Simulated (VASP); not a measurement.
# Be (P6_3/mmc) in VASP: further runs

The runs below take Be through single point, with LDA.

All numbers are computed with VASP 6.6.1; they aren't measurements. Logs are shortened: lines on timing, memory, paths and dates and some standing lists are left out, and cuts for length are marked.

## 1. The cell of the first run

It takes space group P6_3/mmc (No. 194, hexagonal). The conventional cell has a = 2.230 Å, b = 2.230 Å, c = 3.508 Å, α = 90.00°, β = 90.00°, γ = 120.00°. Be (site symmetry -6m2) has 12 Be at 2.18 to 2.23 Å within 2.9 Å.

## 2. Single point, LDA

Input file INCAR:

```
SYSTEM = Be
ALGO = Normal
EDIFF = 1E-6
ENCUT = 520
ISIF = 2
ISMEAR = 1
LASPH = .TRUE.
LCHARG = .FALSE.
LREAL = .FALSE.
LWAVE = .FALSE.
NBANDS = 9
NELM = 80
PREC = Accurate
SIGMA = 0.1
```

Input file KPOINTS:

```
k-points
0
G
  16 16 9
  0 0 0
```

Input file POSCAR:

```
Be
1.0
    2.2295160349      0.0000000000      0.0000000000
   -1.1147580175      1.9308175243      0.0000000000
    0.0000000000      0.0000000000      3.5083258361
Be
2
Direct
    0.3333333333      0.6666666667      0.2500000000
    0.6666666667      0.3333333333      0.7500000000
```

Potentials or basis: VASP PAW LDA potentials, release 64 (Be).

The run is started by

```console
> cat potpaw_LDA.64/Be/POTCAR > POTCAR
> mpirun -np 1 vasp_std > vasp.out
```

OUTCAR:

```text
SYSTEM = Be
   EDIFF = 1E-6
   ENCUT = 520
   ISIF = 2
   ISMEAR = 1
   LASPH = .TRUE.
   LREAL = .FALSE.
   NELM = 80
   PREC = Accurate

 ion  position               nearest neighbor table
   1  0.333  0.667  0.250-   2 2.18   2 2.18   2 2.18   2 2.18   2 2.18   2 2.18
   2  0.667  0.333  0.750-   1 2.18   1 2.18   1 2.18   1 2.18   1 2.18   1 2.18

  LATTYP: Found a hexagonal cell.
 ALAT       =     2.2295160349
 C/A-ratio  =     1.5735817914

  Lattice vectors:

 A1 = (   2.2295160349,   0.0000000000,   0.0000000000)
 A2 = (  -1.1147580175,   1.9308175243,   0.0000000000)
 A3 = (   0.0000000000,   0.0000000000,   3.5083258361)

Analysis of symmetry for initial positions (statically):
=====================================================================
 Subroutine PRICEL returns:
 Original cell was already a primitive cell.

 Routine SETGRP: Setting up the symmetry group for a
 hexagonal supercell.

 Subroutine GETGRP returns: Found 24 space group operations
 (whereof 12 operations were pure point group operations)
 out of a pool of 24 trial point group operations.

The static configuration has the point symmetry D_3d.
 The point group associated with its full space group is D_6h.

Analysis of symmetry for dynamics (positions and initial velocities):
=====================================================================
 Subroutine PRICEL returns:
 Original cell was already a primitive cell.

 Routine SETGRP: Setting up the symmetry group for a
 hexagonal supercell.

 Subroutine GETGRP returns: Found 24 space group operations
 (whereof 12 operations were pure point group operations)
 out of a pool of 24 trial point group operations.

The dynamic configuration has the point symmetry D_3d.
 The point group associated with its full space group is D_6h.

 Subroutine INISYM returns: Found 24 space group operations
 (whereof 12 operations are pure point group operations),
 and found     1 'primitive' translations

----------------------------------------------------------------------------------------

                                     Primitive cell

  volume of cell :      15.1026

  direct lattice vectors                    reciprocal lattice vectors
     2.229516035  0.000000000  0.000000000     0.448527835  0.258957666  0.000000000
    -1.114758018  1.930817524  0.000000000     0.000000000  0.517915332  0.000000000
     0.000000000  0.000000000  3.508325836     0.000000000  0.000000000  0.285036239

  length of vectors
     2.229516035  2.229516035  3.508325836     0.517915332  0.517915332  0.285036239

  position of ions in fractional coordinates (direct lattice)
     0.333333333  0.666666667  0.250000000
     0.666666667  0.333333333  0.750000000

  ion indices of the primitive-cell ions
   primitive index   ion index
                 1           1
                 2           2

----------------------------------------------------------------------------------------

 KPOINTS: k-points

Automatic generation of k-mesh.
 Grid dimensions read from file:
 generate k-points for:   16   16    9

 Generating k-lattice:

  Cartesian coordinates                     Fractional coordinates (reciprocal lattice)
     0.028032990  0.016184854  0.000000000     0.062500000  0.000000000  0.000000000
     0.000000000  0.032369708  0.000000000     0.000000000  0.062500000  0.000000000
     0.000000000  0.000000000  0.031670693     0.000000000  0.000000000  0.111111111

  Length of vectors
     0.032369708  0.032369708  0.031670693

  Shift w.r.t. Gamma in fractional coordinates (k-lattice)
     0.000000000  0.000000000  0.000000000

 Subroutine IBZKPT returns following result:
 ===========================================

 Found    150 irreducible k-points:

 Following reciprocal coordinates:
            Coordinates               Weight
  0.000000  0.000000  0.000000      1.000000
  0.062500  0.000000  0.000000      6.000000
  0.125000  0.000000  0.000000      6.000000
  0.187500  0.000000  0.000000      6.000000
  0.250000  0.000000  0.000000      6.000000
  0.312500  0.000000  0.000000      6.000000
[... 16 lines left out ...]
  0.187500  0.187500  0.000000      6.000000
  0.250000  0.187500  0.000000     12.000000
 [... further k-points ...]
   k-points           NKPTS =    150   k-points in BZ     NKDIM =    150   number of bands    NBANDS=      9
   number of dos      NEDOS =    301   number of ions     NIONS =      2
   total plane-waves  NPLWV =   9072
   dimension x,y,z NGX =    18 NGY =   18 NGZ =   28
   dimension x,y,z NGXF=    36 NGYF=   36 NGZF=   56
   ions per type =               2
   NGX,Y,Z   is equivalent  to a cutoff of  13.42, 13.42, 13.27 a.u.
   NGXF,Y,Z  is equivalent  to a cutoff of  26.84, 26.84, 26.54 a.u.
 SYSTEM =  Be
   PREC   = accura    normal or accurate (medium, high low for compatibility)
   ISTART =      0    job   : 0-new  1-cont  2-samecut
   ICHARG =      2    charge: 1-file 2-atom 10-const
   ISPIN  =      1    spin polarized calculation?
   LNONCOLLINEAR =      F non collinear calculations
   LSORBIT =      F    spin-orbit coupling
   LASPH  =      T    aspherical Exc in radial PAW
   ENCUT  =  520.0 eV  38.22 Ry    6.18 a.u.   4.15  4.15  6.52*2*pi/ulx,y,z
   NELM   =     80;   NELMIN=  2; NELMDL= -5     # of ELM steps
   EDIFF  = 0.1E-05   stopping-criterion for ELM
   LREAL  =      F    real-space projection
   EDIFFG = 0.1E-04   stopping-criterion for IOM
   NSW    =      0    number of steps for IOM
   IBRION =     -1    ionic relax: 0-MD 1-quasi-New 2-CG
   NFREE  =      0    steps in history (QN), initial steepest desc. (CG)
   ISIF   =      2    stress and relaxation
   ISYM   =      2    0-nonsym 1-usesym 2-fastsym
   POTIM  = 0.5000    time-step for ionic-motion
   TEBEG  =    0.0;   TEEND  =   0.0 temperature during run
   PSTRESS=    0.0 pullay stress
   NELECT =       4.0000    total number of electrons
   NUPDOWN=      -1.0000    fix difference up-down
   EMIN   =  10.00;   EMAX   =-10.00  energy-range for DOS
   EFERMI =   0.00;   METHOD = LEGACY
   ISMEAR =     1;   SIGMA  =   0.10  broadening in eV -4-tet -1-fermi 0-gaus
   EFERMI_NEDOS =   21; number of points for ismear=-14 and -15
   IALGO  =     38    algorithm
   IMIX   =      4    mixing-type and parameters
     AMIX     =   0.40;   BMIX     =  1.00
     AMIX_MAG =   1.60;   BMIX_MAG =  1.00
  volume/ion in A,a.u.               =       7.55        50.96
  Fermi-wavevector in a.u.,A,eV,Ry     =   1.051343  1.986749 15.038807  1.105321
  Thomas-Fermi vector in A             =   2.186382
   LORBIT       =      0    0 simple, 1 ext, 2 COOP (PROOUT), +10 PAW based schemes
   GGA     = CA    functional components
   LHFCALC =     F    Hartree Fock is set to
   AEXX    =    0.0000 exact exchange contribution
   IVDW    =     0    specifies the selected vdW correction
   LEPSILON=     F    determine dielectric tensor
   LRPA    =     F    only Hartree local field effects (RPA)
 non-spin polarized calculation
 Methfessel and Paxton  Order N= 1 SIGMA  =   0.10
  energy-cutoff  :      520.00
  volume of cell :       15.10
 maximum number of plane-waves:       424
 NGX is ok and might be reduce to    18
   NGX =  9   NGY =  9   NGZ = 13

 number of electron       4.0000000 magnetization

 Free energy of the ion-electron system (eV)
  ---------------------------------------------------
  ext. energy  EPLUGINS =         0.00000000
  ---------------------------------------------------
  free energy    TOTEN  =        -8.42371524 eV

  energy without entropy =       -8.42343398  energy(sigma->0) =       -8.42362148

 E-fermi :   7.1034     XC(G=0): -10.7733

 val. band max:        7.0927165812   @ k =   0.3125   0.1250   0.0000
 cond. band min:       7.1193742441   @ k =   0.2500   0.2500   0.1111
 fundamental gap:      0.0266576630
 Fermi energy:         7.1034321996

 k-point     1 :       0.0000    0.0000    0.0000
  band No.  band energies     occupation
      1      -4.3016      2.00000
      2       2.5473      2.00000
      3       8.5491     -0.00000
      4      23.4467      0.00000
      5      23.4467      0.00000
      6      26.3776      0.00000
      7      26.3776      0.00000
      8      28.4988      0.00000
      9      35.1402      0.00000

 k-point     2 :       0.0625    0.0000    0.0000
  band No.  band energies     occupation
      1      -4.1895      2.00000
      2       2.6988      2.00000
      3       8.5720     -0.00000
      4      22.5451      0.00000
      5      22.7576      0.00000
      6      26.3980      0.00000
      7      26.7214      0.00000
      8      28.2826      0.00000
      9      33.3163      0.00000

 k-point     3 :       0.1250    0.0000    0.0000
  band No.  band energies     occupation
      1      -3.8530      2.00000
      2       3.1525      2.00000
      3       8.6303     -0.00000
      4      20.4149      0.00000
      5      21.4442      0.00000
      6      26.3407      0.00000
      7      26.9564      0.00000
      8      27.5044      0.00000
      9      30.8064      0.00000

 k-point     4 :       0.1875    0.0000    0.0000
  band No.  band energies     occupation
      1      -3.2913      2.00000
      2       3.9066      2.00000
      3       8.6767     -0.00000
      4      17.9146      0.00000
      5      20.1084      0.00000
      6      25.8238      0.00000
      7      25.8801      0.00000
      8      26.6509      0.00000
      9      28.6051      0.00000
[... 205 lines left out ...]
 k-point    22 :       0.4375    0.1250    0.0000
  band No.  band energies     occupation
      1       2.4242      2.00000
      2       4.3522      2.00000
      3      11.2811      0.00000
      4      12.6775      0.00000
      5      14.1466      0.00000
      6      14.1888      0.00000
      7      20.3523      0.00000
      8      23.6951      0.00000
      9      25.8274      0.00000

 k-point    23 :       0.1875    0.1875    0.0000
  band No.  band energies     occupation
      1      -1.2562      2.00000
      2       6.5919      2.00000
      3       8.6375     -0.00000
      4      12.8249      0.00000
      5      16.0484      0.00000
      6      21.4571      0.00000
      7      23.5348      0.00000
      8      24.1140      0.00000
      9      26.6183      0.00000

 k-point    24 :       0.2500    0.1875    0.0000
  band No.  band energies     occupation
      1      -0.1243      2.00000
      2       8.0530     -0.00000
      3       8.1610     -0.00000
      4      11.1268      0.00000
      5      15.1644      0.00000
      6      19.3431      0.00000
      7      22.4789      0.00000
      8      23.5382      0.00000
      9      24.7699      0.00000

 [... further k-points ...]
[... 5 lines left out ...]
  --------------------------------------------------------------------------------------
  -------------------------------------------------------------------------------------
  Total        0.0491472      0.0491472      0.0247215     -0.0000000      0.0000000      0.0000000
  in kB        5.2138342      5.2138342      2.6226120     -0.0000000      0.0000000      0.0000000
  external PRESSURE =       4.3500934 kB  Pullay stress =       0.0000000 kB

 VOLUME and BASIS-vectors are now :
 -----------------------------------------------------------------------------
  energy-cutoff  :      520.00
  volume of cell :       15.10
      direct lattice vectors                 reciprocal lattice vectors
     2.229516035  0.000000000  0.000000000     0.448527835  0.258957666  0.000000000
    -1.114758018  1.930817524  0.000000000     0.000000000  0.517915332  0.000000000
     0.000000000  0.000000000  3.508325836     0.000000000  0.000000000  0.285036239

 POSITION                                       TOTAL-FORCE (eV/Angst)
 -----------------------------------------------------------------------------------
     -0.00000      1.28721      0.87708        -0.000000      0.000000      0.000000
      1.11476      0.64361      2.63124         0.000000     -0.000000      0.000000
 -----------------------------------------------------------------------------------
    total drift:                                0.000000     -0.000000      0.000000

  FREE ENERGIE OF THE ION-ELECTRON SYSTEM (eV)
  ---------------------------------------------------
  free  energy   TOTEN  =        -8.4237152358 eV

  energy  without entropy=       -8.4234339812  energy(sigma->0) =       -8.42362148
```

It took 11 s on 1 thread of Intel Xeon Platinum 8259CL at 2.50GHz (Skylake/Cascade Lake), shared host; peak memory 0.12 GiB.

Results:

* Free energy: -8.4237 eV
* Pressure: 0.4 GPa
* Band gap on the k mesh: zero (band 2 reaches 8.05 eV, above the bottom of band 3 at 6.47 eV)

Levels at points of the mesh, in eV from the Fermi level:
```tsv
k point	band 1	band 2	band 3	band 4	band 5
(0.00, 0.00, 0.00)	-11.41	-4.56	1.45	16.34	16.34
(0.50, 0.00, 0.00)	-5.11	-3.08	3.73	6.72	7.12
```

## 3. Single point, LDA

Input file INCAR:

```
SYSTEM = Be
  ALGO = Normal
  EDIFF = 1E-6
  ENCUT = 520
  ISIF = 2
  ISMEAR = 1
  LASPH = .True.
  LCHARG = .False.
  LREAL = .False.
  LWAVE = .False.
  NBANDS = 9
  NELM = 80
  PREC = Accurate
  SIGMA = 0.2
```

Input file KPOINTS:

```
k-points
0
Gamma
  16 16 9
  0 0 0
```

POSCAR is that of step 2.

Potentials or basis: VASP PAW LDA potentials, release 64 (Be).

The run is started by

```console
> cat potpaw_LDA.64/Be/POTCAR > POTCAR
> mpirun -np 1 vasp_std > vasp.out
```

Run time: 11 s. Hardware: 1 thread of Intel Xeon Platinum 8259CL at 2.50GHz (Skylake/Cascade Lake), shared host; peak memory 0.13 GiB.

It converged, with:

```yaml
Free_energy: -8.4240 eV
Pressure: 0.4 GPa
Band_gap_on_the_k_mesh: zero (band 2 reaches 8.05 eV, above the bottom of band 3 at 6.47 eV)
```

Stress tensor (GPa, compression positive):
```
0.47 0.00 0.00
0.00 0.47 0.00
0.00 0.00 0.35
```

Levels at points of the mesh, in eV from the Fermi level:
```
           k point  band 1  band 2  band 3  band 4  band 5
(0.00, 0.00, 0.00)  -11.38   -4.53    1.47   16.37   16.37
(0.50, 0.00, 0.00)   -5.09   -3.06    3.75    6.74    7.14
```

## 4. Single point, LDA

Input file INCAR:

```
PREC     = Accurate       # precision mode
ENCUT    = 520            # plane-wave cutoff, eV
EDIFF    = 1E-7           # SCF threshold, eV
ISMEAR   = 1              # smearing method
SIGMA    = 0.3            # smearing width, eV
LREAL    = False          # projectors in reciprocal space
LASPH    = True           # aspherical terms in the spheres
NELM     = 80             # most SCF steps
ALGO     = Normal         # electronic algorithm
ISIF     = 2              # what is computed and relaxed
LWAVE    = False          # write WAVECAR
LCHARG   = False          # write CHGCAR
GGA      = CA             # functional
NBANDS   = 9              # bands
```

Input file KPOINTS:

```
Automatic mesh
0
Gamma
  16 16 9
```

POSCAR is that of step 3.

The run is started by

```console
> cat potpaw_LDA.64/Be/POTCAR > POTCAR
> mpirun -np 1 vasp_std > vasp.out
```

Wall time 11 s (1 thread of Intel Xeon Platinum 8259CL at 2.50GHz (Skylake/Cascade Lake), shared host); peak memory 0.12 GiB.

It converged, with:

```
Free energy            : -8.4239 eV
Pressure               : 0.4 GPa
Band gap on the k mesh : zero (band 2 reaches 8.05 eV, above the bottom of band 3 at 6.47 eV)
```

Stress tensor (GPa, compression positive):
```
0.46 0.00 0.00
0.00 0.46 0.00
0.00 0.00 0.35
```

Levels at points of the mesh, in eV from the Fermi level:
| k point | band 1 | band 2 | band 3 | band 4 | band 5 | band 6 |
| --- | --- | --- | --- | --- | --- | --- |
| (0.00, 0.00, 0.00) | -11.35 | -4.50 | 1.50 | 16.40 | 16.40 | 19.33 |
| (0.50, 0.00, 0.00) | -5.05 | -3.02 | 3.79 | 6.78 | 7.18 | 9.68 |

## 5. Overview

```csv
smearing,gap on the mesh (eV),pressure (GPa)
methfessel-paxton 0.1 eV,none,0.4
methfessel-paxton 0.2 eV,none,0.4
methfessel-paxton 0.3 eV,none,0.4
```

Alike in all rows: task single point; level LDA; potentials or basis VASP PAW LDA potentials, release 64 (Be); no spin polarisation; cell as given; k mesh 16 × 16 × 9; cutoff (eV) 520.

Every run on the cell as given and a fine mesh finds a metal.

Total energies depend on the potentials used, so only differences within one code and one set of settings carry meaning.
